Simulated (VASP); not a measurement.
Here is a VASP 6.6.1 calculation.

File INCAR:

```
SYSTEM = W
  ALGO = Fast
  EDIFF = 1E-7
  ENCUT = 520
  GGA = CA
  ISIF = 2
  ISMEAR = -1
  LASPH = .TRUE.
  LCHARG = .FALSE.
  LREAL = .FALSE.
  LWAVE = .FALSE.
  NBANDS = 36
  NELM = 60
  PREC = Accurate
  SIGMA = 0.05
```

Contents of KPOINTS:

```
k-points
0
G
  9 6 6
  0 0 0
```

File POSCAR:

```
W
1.0
    2.7908046399      0.0000000000      0.0000000000
    0.0000000000      4.8312255936      0.0000000000
    0.0000000000      0.0000000000      4.8906490714
W
4
Direct
    0.7931720000      0.9368430000      0.7500000000
    0.2068280000      0.4368430000      0.7500000000
    0.2068280000      0.0631570000      0.2500000000
    0.7931720000      0.5631570000      0.2500000000
```

Potentials or basis: VASP PAW LDA potentials, release 64 (W_sv).

Command:

```sh
$ cat potpaw_LDA.64/W_sv/POTCAR > POTCAR
$ mpirun -np 1 vasp_std > vasp.out
```

(1) Estimate the pressure.

(2) Predict the band gap on the k mesh.

(3) Estimate the largest force.

## Answers

(1) -9.1 GPa.

(2) zero (band 28 reaches 11.43 eV, above the bottom of band 29 at 10.13 eV).

(3) 0.072 eV/Å.

Caveat: spin-orbit coupling is left out, which moves the levels of the heavy elements.
